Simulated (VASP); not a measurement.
# Al (P6_3/mmc) in VASP: notebook, part 2 of 2

VASP 6.6.1. The steps go on from the part before.

**4. Single point, PBE**

Contents of POSCAR:

```
Al
1.0
    2.8124553515      0.0000000000      0.0000000000
   -1.4062276757      2.4356577814      0.0000000000
    0.0000000000      0.0000000000      4.8668500000
Al
2
Direct
    0.3333333333      0.6666666667      0.2500000000
    0.6666666667      0.3333333333      0.7500000000
```

Contents of INCAR.step1:

```
GGA = PE
ISMEAR = 1
SIGMA = 0.1
LWAVE = False
LCHARG = True
NBANDS = 19
PREC = Accurate
LASPH = True
LREAL = False
ALGO = Normal
EDIFF = 1E-6
NELM = 120
GGA_COMPAT = False
ENCUT = 480
```

Contents of KPOINTS.step1:

```
k-points
0
Gamma
  12 12 6
```

Contents of INCAR.step2:

```
GGA = PE
ISMEAR = -5
LWAVE = False
LCHARG = False
NBANDS = 19
PREC = Accurate
LASPH = True
LREAL = False
ALGO = Normal
EDIFF = 1E-6
NELM = 120
GGA_COMPAT = False
ENCUT = 480
NEDOS = 4001
LORBIT = 11
EMIN = -9.1097
EMAX = 15.8903
ICHARG = 11
```

Contents of KPOINTS.step2:

```
Automatic mesh
0
Gamma
  33 33 17
  0 0 0
```

Potentials or basis: VASP PAW PBE potentials, release 64 (Al).

Command:

```bash
$ cat potpaw_PBE.64/Al/POTCAR > POTCAR
$ cp INCAR.step1 INCAR
$ cp KPOINTS.step1 KPOINTS
$ mpirun -np 1 vasp_std > vasp.out
$ cp INCAR.step2 INCAR
$ cp KPOINTS.step2 KPOINTS
$ mpirun -np 1 vasp_std > vasp.out
```

OUTCAR:

```text
GGA = PE
   ISMEAR = -5
   PREC = Accurate
   LASPH = True
   LREAL = False
   EDIFF = 1E-6
   NELM = 120
   ENCUT = 480
   LORBIT = 11
   EMIN = -9.1097
   ICHARG = 11

 ion  position               nearest neighbor table
   1  0.333  0.667  0.250-   2 2.93   2 2.93   2 2.93   2 2.93   2 2.93   2 2.93
   2  0.667  0.333  0.750-   1 2.93   1 2.93   1 2.93   1 2.93   1 2.93   1 2.93

  LATTYP: Found a hexagonal cell.
 ALAT       =     2.8124553515
 C/A-ratio  =     1.7304630267

  Lattice vectors:

 A1 = (   2.8124553515,   0.0000000000,   0.0000000000)
 A2 = (  -1.4062276757,   2.4356577814,   0.0000000000)
 A3 = (   0.0000000000,   0.0000000000,   4.8668500000)

Analysis of symmetry for initial positions (statically):
=====================================================================
 Subroutine PRICEL returns:
 Original cell was already a primitive cell.

 Routine SETGRP: Setting up the symmetry group for a
 hexagonal supercell.

 Subroutine GETGRP returns: Found 24 space group operations
 (whereof 12 operations were pure point group operations)
 out of a pool of 24 trial point group operations.

The static configuration has the point symmetry D_3d.
 The point group associated with its full space group is D_6h.

Analysis of symmetry for dynamics (positions and initial velocities):
=====================================================================
 Subroutine PRICEL returns:
 Original cell was already a primitive cell.

 Routine SETGRP: Setting up the symmetry group for a
 hexagonal supercell.

 Subroutine GETGRP returns: Found 24 space group operations
 (whereof 12 operations were pure point group operations)
 out of a pool of 24 trial point group operations.

The dynamic configuration has the point symmetry D_3d.
 The point group associated with its full space group is D_6h.

 Subroutine INISYM returns: Found 24 space group operations
 (whereof 12 operations are pure point group operations),
 and found     1 'primitive' translations

[... 144 lines left out ...]
  ext. energy  EPLUGINS =         0.00000000
  ---------------------------------------------------
  free energy    TOTEN  =        -7.41846670 eV

  energy without entropy =       -7.41846670  energy(sigma->0) =       -7.41846670

 E-fermi :   7.8879     XC(G=0): -10.1597

 val. band max:        7.9637383983   @ k =   0.2424   0.1818   0.1765
 cond. band min:       7.7043892818   @ k =   0.3333   0.3333   0.3529
 fundamental gap:     -0.2593491165
 Fermi energy:         7.8878584145

 k-point     1 :       0.0000    0.0000    0.0000
  band No.  band energies     occupation
      1      -3.1754      2.00000
      2       2.8247      2.00000
      3       3.0648      2.00000
      4      19.0475      0.00000
      5      19.3262      0.00000
      6      19.3262      0.00000
      7      19.5509      0.00000
      8      19.5509      0.00000
      9      20.2713      0.00000
     10      22.6090      0.00000
     11      23.7147      0.00000
     12      23.7147      0.00000
     13      24.1441      0.00000
     14      24.2751      0.00000
[... 401 lines left out ...]
      2       4.0870      2.00000
      3       4.2844      2.00000
      4      11.1901      0.00000
      5      15.0840      0.00000
      6      16.4370      0.00000
      7      16.9914      0.00000
      8      17.8768      0.00000
      9      20.1430      0.00000
     10      21.0195      0.00000
     11      21.3760      0.00000
     12      21.4855      0.00000
     13      24.2661      0.00000
     14      24.3506      0.00000
     15      25.3143      0.00000

 [... further k-points ...]

 [bands above 15 left out]

------------------------ aborting loop because EDIFF is reached ----------------------------------------

  FORCE on cell =-STRESS in cart. coord.  units (eV):
  Direction    XX          YY          ZZ          XY          YZ          ZX
  --------------------------------------------------------------------------------------
  -------------------------------------------------------------------------------------
  Total        0.2013726      0.2013726     -0.3544400      0.0000000      0.0000000      0.0000000
  in kB        9.6774550      9.6774550    -17.0334832      0.0000000      0.0000000      0.0000000
  external PRESSURE =       0.7738090 kB  Pullay stress =       0.0000000 kB

 VOLUME and BASIS-vectors are now :
 -----------------------------------------------------------------------------
  energy-cutoff  :      480.00
  volume of cell :       33.34
      direct lattice vectors                 reciprocal lattice vectors
     2.812455352  0.000000000  0.000000000     0.355561200  0.205283355  0.000000000
    -1.406227676  2.435657781  0.000000000     0.000000000  0.410566709  0.000000000
     0.000000000  0.000000000  4.866850000     0.000000000  0.000000000  0.205471712

 POSITION                                       TOTAL-FORCE (eV/Angst)
 -----------------------------------------------------------------------------------
     -0.00000      1.62377      1.21671         0.000000      0.000000      0.000000
      1.40623      0.81189      3.65014        -0.000000     -0.000000      0.000000
 -----------------------------------------------------------------------------------
    total drift:                                0.000000     -0.000000     -0.000000

  FREE ENERGIE OF THE ION-ELECTRON SYSTEM (eV)
  ---------------------------------------------------
  free  energy   TOTEN  =        -7.4184667024 eV

  energy  without entropy=       -7.4184667024  energy(sigma->0) =       -7.41846670

 total charge

# of ion       s       p       d       tot
------------------------------------------
    1        0.437   0.330   0.000   0.767
    2        0.437   0.330   0.000   0.767
--------------------------------------------------
tot          0.874   0.661   0.000   1.535
```

OUTCAR.step1:

```text
GGA = PE
   ISMEAR = 1
   PREC = Accurate
   LASPH = True
   LREAL = False
   EDIFF = 1E-6
   NELM = 120
[... 663 lines left out ...]
     -0.00000      1.62377      1.21671        -0.000000     -0.000000      0.000000
      1.40623      0.81189      3.65014         0.000000      0.000000      0.000000
 -----------------------------------------------------------------------------------
    total drift:                                0.000000     -0.000000     -0.000000

  FREE ENERGIE OF THE ION-ELECTRON SYSTEM (eV)
  ---------------------------------------------------
  free  energy   TOTEN  =        -7.4090823419 eV

  energy  without entropy=       -7.4094161374  energy(sigma->0) =       -7.40919361
```

Wall time 92 s (1 thread of Intel Xeon 6975P-C (Granite Rapids), shared host); peak memory 0.49 GiB.

Results:

| Item | Value |
| --- | --- |
| Valence electrons inside the program's atomic spheres | Al 0.77 |
| Density of states at the Fermi level | 0.42 states/eV/atom |

Levels at points of the mesh, in eV from the Fermi level:
```tsv
k point	band 1	band 2	band 3	band 4	band 5	band 6	band 7	band 8
(0.00, 0.00, 0.00)	-11.06	-5.06	-4.82	11.16	11.44	11.44	11.66	11.66
```

Caveat: tetrahedron occupations give inexact forces and stress in metals.

**5. Summary**

| task | k mesh | cutoff (eV) | smearing | dipole correction | ions in elastic constants | tolerance level | purpose | K density | gap on the mesh (eV) |
| --- | --- | --- | --- | --- | --- | --- | --- | --- | --- |
| elastic constants | 8 × 8 × 5 | 500 | fermi-dirac 0.05 eV | no | relaxed | - | - | - | - |
| single point | 15 × 15 × 8 | 280 | tetrahedron 0.1 eV | - | - | screening | density of states | 12 × 12 × 6 | none |
| single point | 33 × 33 × 17 | 480 | tetrahedron 0.1 eV | - | - | screening | density of states | 12 × 12 × 6 | none |

Alike in all rows: level PBE; potentials or basis VASP PAW PBE potentials, release 64 (Al); no spin polarisation; cell as given.

Caveats: tetrahedron occupations give inexact forces and stress in metals (at least some runs); the elastic tensor has a negative eigenvalue, so either the cell is unstable as it stands or the mesh is too thin (at least some runs); the cutoff is under 1.25 times the usual one of these potentials, so pressure, stress and relaxed cells hold a basis-set (Pulay) error (at least some runs).

Total energies depend on the potentials used, so only differences within one code and one set of settings carry meaning.
